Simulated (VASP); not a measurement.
# Pd (P6/mmm) in VASP: notebook

Runs on Pd. Level: PBE. Tasks: single point.

Everything below comes from runs of VASP 6.6.1. Logs are shortened: lines on timing, memory, paths and dates and some standing lists are left out, and cuts for length are marked.

## (1) The cell of the first run

Symmetry: P6/mmm, No. 191, hexagonal system. Conventional cell: a = 4.504 Å, b = 4.504 Å, c = 2.681 Å, α = 90.00°, β = 90.00°, γ = 120.00°. Within 3.5 Å of Pd (site symmetry 6/mmm) lie 14 Pd at 2.68 to 2.93 Å. Pd (site symmetry -6m2) has 11 Pd at 2.60 to 2.93 Å within 3.4 Å.

## (2) Single point, PBE

INCAR reads:

```
PREC = Accurate ; ENCUT = 520
EDIFF = 1E-6 ; ISMEAR = -1
SIGMA = 0.1 ; LREAL = F
LASPH = T ; NELM = 100
ALGO = Normal ; ISIF = 2
LWAVE = F ; LCHARG = F
GGA = PE ; NBANDS = 22
```

KPOINTS reads:

```
regular mesh
0
Gamma
  9 9 12
```

POSCAR reads:

```
Pd
1.0
    4.5041502062      0.0000000000      0.0000000000
   -2.2520751031      3.9007085010      0.0000000000
    0.0000000000      0.0000000000      2.6805721929
Pd
3
Direct
    0.0000000000      0.0000000000      0.0000000000
    0.3333333333      0.6666666667      0.5000000000
    0.6666666667      0.3333333333      0.5000000000
```

Potentials or basis: VASP PAW PBE potentials, release 64 (Pd).

The run is started by

```sh
$ cat potpaw_PBE.64/Pd/POTCAR > POTCAR
$ mpirun -np 1 vasp_std > vasp.out
```

OUTCAR:

```text
PREC = Accurate
   ENCUT = 520
   EDIFF = 1E-6
   ISMEAR = -1
   LREAL = F
   LASPH = T
   NELM = 100
   ISIF = 2
   GGA = PE

 ion  position               nearest neighbor table
   1  0.000  0.000  0.000-   2 2.93   3 2.93   2 2.93   3 2.93   2 2.93   2 2.93   3 2.93   3 2.93
                             3 2.93   3 2.93   2 2.93   2 2.93
   2  0.333  0.667  0.500-   3 2.60   3 2.60   3 2.60   1 2.93   1 2.93   1 2.93   1 2.93   1 2.93
                             1 2.93
   3  0.667  0.333  0.500-   2 2.60   2 2.60   2 2.60   1 2.93   1 2.93   1 2.93   1 2.93   1 2.93
                             1 2.93

  LATTYP: Found a hexagonal cell.
 ALAT       =     4.5041502062
 C/A-ratio  =     0.5951338366

  Lattice vectors:

 A1 = (   4.5041502062,   0.0000000000,   0.0000000000)
 A2 = (  -2.2520751031,   3.9007085010,   0.0000000000)
 A3 = (   0.0000000000,   0.0000000000,   2.6805721929)

Analysis of symmetry for initial positions (statically):
=====================================================================
 Subroutine PRICEL returns:
 Original cell was already a primitive cell.

 Routine SETGRP: Setting up the symmetry group for a
 hexagonal supercell.

 Subroutine GETGRP returns: Found 24 space group operations
 (whereof 24 operations were pure point group operations)
 out of a pool of 24 trial point group operations.

The static configuration has the point symmetry D_6h.

Analysis of symmetry for dynamics (positions and initial velocities):
=====================================================================
 Subroutine PRICEL returns:
 Original cell was already a primitive cell.

 Routine SETGRP: Setting up the symmetry group for a
 hexagonal supercell.

 Subroutine GETGRP returns: Found 24 space group operations
 (whereof 24 operations were pure point group operations)
 out of a pool of 24 trial point group operations.

The dynamic configuration has the point symmetry D_6h.

 Subroutine INISYM returns: Found 24 space group operations
 (whereof 24 operations are pure point group operations),
 and found     1 'primitive' translations

----------------------------------------------------------------------------------------

                                     Primitive cell

  volume of cell :      47.0960

  direct lattice vectors                    reciprocal lattice vectors
     4.504150206  0.000000000  0.000000000     0.222017463  0.128181842  0.000000000
    -2.252075103  3.900708501  0.000000000     0.000000000  0.256363684  0.000000000
     0.000000000  0.000000000  2.680572193     0.000000000  0.000000000  0.373054679

  length of vectors
     4.504150206  4.504150206  2.680572193     0.256363684  0.256363684  0.373054679

  position of ions in fractional coordinates (direct lattice)
     0.000000000  0.000000000  0.000000000
     0.333333333  0.666666667  0.500000000
     0.666666667  0.333333333  0.500000000

  ion indices of the primitive-cell ions
   primitive index   ion index
                 1           1
                 2           2
                 3           3

----------------------------------------------------------------------------------------

 KPOINTS: regular mesh

Automatic generation of k-mesh.
 Grid dimensions read from file:
 generate k-points for:    9    9   12

 Generating k-lattice:

  Cartesian coordinates                     Fractional coordinates (reciprocal lattice)
     0.024668607  0.014242427  0.000000000     0.111111111 -0.000000000  0.000000000
     0.000000000  0.028484854  0.000000000     0.000000000  0.111111111  0.000000000
     0.000000000  0.000000000  0.031087890     0.000000000  0.000000000  0.083333333

  Length of vectors
     0.028484854  0.028484854  0.031087890

  Shift w.r.t. Gamma in fractional coordinates (k-lattice)
     0.000000000  0.000000000  0.000000000

 Subroutine IBZKPT returns following result:
 ===========================================

 Found     84 irreducible k-points:

 Following reciprocal coordinates:
            Coordinates               Weight
  0.000000  0.000000  0.000000      1.000000
  0.111111  0.000000  0.000000      6.000000
  0.222222 -0.000000  0.000000      6.000000
  0.333333  0.000000  0.000000      6.000000
  0.444444 -0.000000  0.000000      6.000000
  0.111111  0.111111  0.000000      6.000000
[... 16 lines left out ...]
  0.333333  0.222222  0.083333     24.000000
  0.333333  0.333333  0.083333      4.000000
 [... further k-points ...]
   k-points           NKPTS =     84   k-points in BZ     NKDIM =     84   number of bands    NBANDS=     22
   number of dos      NEDOS =    301   number of ions     NIONS =      3
   total plane-waves  NPLWV =  25920
   dimension x,y,z NGX =    36 NGY =   36 NGZ =   20
   dimension x,y,z NGXF=    72 NGYF=   72 NGZF=   40
   ions per type =               3
   NGX,Y,Z   is equivalent  to a cutoff of  13.29, 13.29, 12.40 a.u.
   NGXF,Y,Z  is equivalent  to a cutoff of  26.57, 26.57, 24.81 a.u.
 SYSTEM =  unknown system
   PREC   = accura    normal or accurate (medium, high low for compatibility)
   ISTART =      0    job   : 0-new  1-cont  2-samecut
   ICHARG =      2    charge: 1-file 2-atom 10-const
   ISPIN  =      1    spin polarized calculation?
   LNONCOLLINEAR =      F non collinear calculations
   LSORBIT =      F    spin-orbit coupling
   LASPH  =      T    aspherical Exc in radial PAW
   ENCUT  =  520.0 eV  38.22 Ry    6.18 a.u.   8.37  8.37  4.98*2*pi/ulx,y,z
   NELM   =    100;   NELMIN=  2; NELMDL= -5     # of ELM steps
   EDIFF  = 0.1E-05   stopping-criterion for ELM
   LREAL  =      F    real-space projection
   EDIFFG = 0.1E-04   stopping-criterion for IOM
   NSW    =      0    number of steps for IOM
   IBRION =     -1    ionic relax: 0-MD 1-quasi-New 2-CG
   NFREE  =      0    steps in history (QN), initial steepest desc. (CG)
   ISIF   =      2    stress and relaxation
   ISYM   =      2    0-nonsym 1-usesym 2-fastsym
   POTIM  = 0.5000    time-step for ionic-motion
   TEBEG  =    0.0;   TEEND  =   0.0 temperature during run
   PSTRESS=    0.0 pullay stress
   NELECT =      30.0000    total number of electrons
   NUPDOWN=      -1.0000    fix difference up-down
   EMIN   =  10.00;   EMAX   =-10.00  energy-range for DOS
   EFERMI =   0.00;   METHOD = LEGACY
   ISMEAR =    -1;   SIGMA  =   0.10  broadening in eV -4-tet -1-fermi 0-gaus
   EFERMI_NEDOS =   21; number of points for ismear=-14 and -15
   IALGO  =     38    algorithm
   IMIX   =      4    mixing-type and parameters
     AMIX     =   0.40;   BMIX     =  1.00
     AMIX_MAG =   1.60;   BMIX_MAG =  1.00
  volume/ion in A,a.u.               =      15.70       105.94
  Fermi-wavevector in a.u.,A,eV,Ry     =   1.408599  2.661866 26.996005  1.984150
  Thomas-Fermi vector in A             =   2.530740
   LORBIT       =      0    0 simple, 1 ext, 2 COOP (PROOUT), +10 PAW based schemes
   GGA     = PE    functional components
   LHFCALC =     F    Hartree Fock is set to
   AEXX    =    0.0000 exact exchange contribution
   IVDW    =     0    specifies the selected vdW correction
   LEPSILON=     F    determine dielectric tensor
   LRPA    =     F    only Hartree local field effects (RPA)
 non-spin polarized calculation
  energy-cutoff  :      520.00
  volume of cell :       47.10
 maximum number of plane-waves:      1283
 NGX is ok and might be reduce to    36
   NGX = 17   NGY = 17   NGZ =  9

 number of electron      29.9999986 magnetization

 Free energy of the ion-electron system (eV)
  ---------------------------------------------------
  ext. energy  EPLUGINS =         0.00000000
  ---------------------------------------------------
  free energy    TOTEN  =       -15.43506821 eV

  energy without entropy =      -15.25313006  energy(sigma->0) =      -15.34409914

 E-fermi :   8.8015     XC(G=0): -12.7862

 val. band max:        8.8014080117   @ k =   0.3333   0.2222   0.5000
 cond. band min:       8.8041828084   @ k =   0.3333   0.1111   0.2500
 fundamental gap:      0.0027747966
 Fermi energy:         8.8014966849

 k-point     1 :       0.0000    0.0000    0.0000
  band No.  band energies     occupation
      1       2.1123      2.00000
      2       4.0191      2.00000
      3       5.4228      2.00000
      4       5.7957      2.00000
      5       5.7957      2.00000
      6       5.8089      2.00000
[... 14 lines left out ...]
     21      16.6737      0.00000
     22      16.9708      0.00000

 k-point     2 :       0.1111    0.0000    0.0000
  band No.  band energies     occupation
      1       2.2599      2.00000
      2       4.0639      2.00000
      3       5.2282      2.00000
      4       5.3980      2.00000
      5       5.4710      2.00000
      6       5.7772      2.00000
[... 14 lines left out ...]
     21      17.7363      0.00000
     22      18.5349      0.00000

 k-point     3 :       0.2222   -0.0000    0.0000
  band No.  band energies     occupation
      1       2.6826      2.00000
      2       4.1700      2.00000
      3       4.7244      2.00000
      4       5.2081      2.00000
      5       5.2758      2.00000
      6       5.6816      2.00000
[... 14 lines left out ...]
     21      19.4603      0.00000
     22      20.7522      0.00000

 k-point     4 :       0.3333    0.0000    0.0000
  band No.  band energies     occupation
      1       3.3070      2.00000
      2       4.1128      2.00000
      3       4.5491      2.00000
      4       5.0046      2.00000
      5       5.2100      2.00000
      6       5.5064      2.00000
[... 14 lines left out ...]
     21      21.1942      0.00000
     22      22.7436      0.00000

 k-point     5 :       0.4444   -0.0000    0.0000
  band No.  band energies     occupation
      1       3.8324      2.00000
      2       4.0797      2.00000
      3       4.5224      2.00000
      4       4.9484      2.00000
      5       5.2165      2.00000
      6       5.2432      2.00000
[... 417 lines left out ...]
 k-point    22 :       0.2222    0.2222    0.0833
  band No.  band energies     occupation
      1       3.6955      2.00000
      2       4.2317      2.00000
      3       4.5654      2.00000
      4       4.8205      2.00000
      5       5.3099      2.00000
      6       5.7234      2.00000
[... 14 lines left out ...]
     21      23.5384      0.00000
     22      23.6148      0.00000

 k-point    23 :       0.3333    0.2222    0.0833
  band No.  band energies     occupation
      1       3.8750      2.00000
      2       4.3023      2.00000
      3       4.4543      2.00000
      4       5.0368      2.00000
      5       5.2069      2.00000
      6       5.6072      2.00000
[... 14 lines left out ...]
     21      22.5065      0.00000
     22      24.8928      0.00000

 k-point    24 :       0.3333    0.3333    0.0833
  band No.  band energies     occupation
      1       3.8325      2.00000
      2       4.3912      2.00000
      3       4.3912      2.00000
      4       5.1469      2.00000
      5       5.1469      2.00000
      6       5.5796      2.00000
[... 14 lines left out ...]
     21      20.4916      0.00000
     22      25.4696      0.00000

 [... further k-points ...]

------------------------ aborting loop because EDIFF is reached ----------------------------------------

  FORCE on cell =-STRESS in cart. coord.  units (eV):
  Direction    XX          YY          ZZ          XY          YZ          ZX
  --------------------------------------------------------------------------------------
  -------------------------------------------------------------------------------------
  Total       -0.1072695     -0.1072695     -0.0841890      0.0000000      0.0000000     -0.0000000
  in kB       -3.6492450     -3.6492450     -2.8640599      0.0000000      0.0000000     -0.0000000
  external PRESSURE =      -3.3875166 kB  Pullay stress =       0.0000000 kB

 VOLUME and BASIS-vectors are now :
 -----------------------------------------------------------------------------
  energy-cutoff  :      520.00
  volume of cell :       47.10
      direct lattice vectors                 reciprocal lattice vectors
     4.504150206  0.000000000  0.000000000     0.222017463  0.128181842  0.000000000
    -2.252075103  3.900708501  0.000000000     0.000000000  0.256363684  0.000000000
     0.000000000  0.000000000  2.680572193     0.000000000  0.000000000  0.373054679

 POSITION                                       TOTAL-FORCE (eV/Angst)
 -----------------------------------------------------------------------------------
      0.00000      0.00000      0.00000         0.000000      0.000000     -0.000000
     -0.00000      2.60047      1.34029         0.000000     -0.000000      0.000000
      2.25208      1.30024      1.34029        -0.000000      0.000000     -0.000000
 -----------------------------------------------------------------------------------
    total drift:                                0.000000      0.000000     -0.000000

  FREE ENERGIE OF THE ION-ELECTRON SYSTEM (eV)
  ---------------------------------------------------
  free  energy   TOTEN  =       -15.4350682098 eV

  energy  without entropy=      -15.2531300626  energy(sigma->0) =      -15.34409914
```

It took 28 s on 1 thread of Intel Xeon 6975P-C (Granite Rapids), shared host; peak memory 0.21 GiB.

Results:

```yaml
Free_energy: -15.4351 eV
Pressure: -0.3 GPa
Band_gap_on_the_k_mesh: zero (band 15 reaches 9.45 eV, above the bottom of band 16 at 8.57 eV)
```

Levels at points of the mesh, in eV from the Fermi level:
```csv
k point,band 13,band 14,band 15,band 16,band 17,band 18
"(0.00, 0.00, 0.00)",-1.36,-1.36,0.10,0.10,7.25,7.25
"(0.00, 0.00, 0.50)",-0.20,-0.20,0.65,2.32,3.08,9.22
```

## (3) Single point, PBE

INCAR reads:

```
SYSTEM = Pd
PREC = Accurate ; ENCUT = 520
EDIFF = 1E-6 ; ISMEAR = -1
SIGMA = 0.1 ; LREAL = .FALSE.
LASPH = .TRUE. ; NELM = 100
ALGO = Normal ; ISIF = 2
LWAVE = .FALSE. ; LCHARG = .FALSE.
GGA = PE ; NBANDS = 22
```

KPOINTS reads:

```
Automatic mesh
0
G
  9 9 12
  0 0 0
```

POSCAR is that of step 2.

Potentials or basis: VASP PAW PBE potentials, release 64 (Pd).

The run is started by

```sh
$ cat potpaw_PBE.64/Pd/POTCAR > POTCAR
$ mpirun -np 1 vasp_std > vasp.out
```

OUTCAR:

```text
SYSTEM = Pd
   PREC = Accurate
   ENCUT = 520
   EDIFF = 1E-6
   ISMEAR = -1
   LREAL = .FALSE.
   LASPH = .TRUE.
   NELM = 100
   ISIF = 2
   GGA = PE

 ion  position               nearest neighbor table
   1  0.000  0.000  0.000-   2 2.93   3 2.93   2 2.93   3 2.93   2 2.93   2 2.93   3 2.93   3 2.93
                             3 2.93   3 2.93   2 2.93   2 2.93
   2  0.333  0.667  0.500-   3 2.60   3 2.60   3 2.60   1 2.93   1 2.93   1 2.93   1 2.93   1 2.93
                             1 2.93
   3  0.667  0.333  0.500-   2 2.60   2 2.60   2 2.60   1 2.93   1 2.93   1 2.93   1 2.93   1 2.93
                             1 2.93

  LATTYP: Found a hexagonal cell.
[... 798 lines left out ...]
  --------------------------------------------------------------------------------------
  -------------------------------------------------------------------------------------
  Total       -0.1072695     -0.1072695     -0.0841890      0.0000000      0.0000000     -0.0000000
  in kB       -3.6492450     -3.6492450     -2.8640599      0.0000000      0.0000000     -0.0000000
  external PRESSURE =      -3.3875166 kB  Pullay stress =       0.0000000 kB

 VOLUME and BASIS-vectors are now :
 -----------------------------------------------------------------------------
  energy-cutoff  :      520.00
  volume of cell :       47.10
      direct lattice vectors                 reciprocal lattice vectors
     4.504150206  0.000000000  0.000000000     0.222017463  0.128181842  0.000000000
    -2.252075103  3.900708501  0.000000000     0.000000000  0.256363684  0.000000000
     0.000000000  0.000000000  2.680572193     0.000000000  0.000000000  0.373054679

 POSITION                                       TOTAL-FORCE (eV/Angst)
 -----------------------------------------------------------------------------------
      0.00000      0.00000      0.00000         0.000000      0.000000     -0.000000
     -0.00000      2.60047      1.34029         0.000000     -0.000000      0.000000
      2.25208      1.30024      1.34029        -0.000000      0.000000     -0.000000
 -----------------------------------------------------------------------------------
    total drift:                                0.000000      0.000000     -0.000000

  FREE ENERGIE OF THE ION-ELECTRON SYSTEM (eV)
  ---------------------------------------------------
  free  energy   TOTEN  =       -15.4350682098 eV

  energy  without entropy=      -15.2531300626  energy(sigma->0) =      -15.34409914
```

OSZICAR:

```text
N       E                     dE             d eps       ncg     rms          rms(c)
DAV:   1     0.185727030112E+03    0.18573E+03   -0.14941E+04  3696   0.131E+03
DAV:   2    -0.122967151280E+02   -0.19802E+03   -0.18576E+03  3966   0.299E+02
DAV:   3    -0.161428688586E+02   -0.38462E+01   -0.38002E+01  4176   0.465E+01
DAV:   4    -0.161749077806E+02   -0.32039E-01   -0.32032E-01  4206   0.410E+00
DAV:   5    -0.161754661152E+02   -0.55833E-03   -0.55833E-03  4338   0.602E-01    0.116E+01
DAV:   6    -0.154862911059E+02    0.68918E+00   -0.21407E+00  3972   0.129E+01    0.603E+00
DAV:   7    -0.156370410247E+02   -0.15075E+00   -0.15419E+00  4092   0.114E+01    0.509E+00
DAV:   8    -0.154396052238E+02    0.19744E+00   -0.58637E-01  4032   0.944E+00    0.243E+00
DAV:   9    -0.154361748462E+02    0.34304E-02   -0.16794E-02  4128   0.946E-01    0.347E-01
DAV:  10    -0.154351102057E+02    0.10646E-02   -0.56842E-03  4176   0.794E-01    0.785E-02
DAV:  11    -0.154350687709E+02    0.41435E-04   -0.34168E-04  4182   0.190E-01    0.239E-02
DAV:  12    -0.154350688179E+02   -0.47011E-07   -0.24781E-05  4310   0.531E-02    0.102E-02
DAV:  13    -0.154350682098E+02    0.60817E-06   -0.24836E-06  2710   0.169E-02
   1 F= -.15435068E+02 E0= -.15344099E+02  d E =-.181938E+00
```

stdout:

```text
POSCAR found type information on POSCAR Pd
 POSCAR found :  1 types and       3 ions
 scaLAPACK will be used
 LDA part: xc-table for (Slater+PW92), standard interpolation
 POSCAR, INCAR and KPOINTS ok, starting setup
 FFT: planning ... GRIDC
 FFT: planning ... GRID_SOFT
 FFT: planning ... GRID
 WAVECAR not read
 entering main loop
```

It took 27 s on 1 thread of Intel Xeon 6975P-C (Granite Rapids), shared host; peak memory 0.2 GiB.

Results:

* Free energy: -15.4351 eV
* Pressure: -0.3 GPa
* Band gap on the k mesh: zero (band 15 reaches 9.45 eV, above the bottom of band 16 at 8.57 eV)
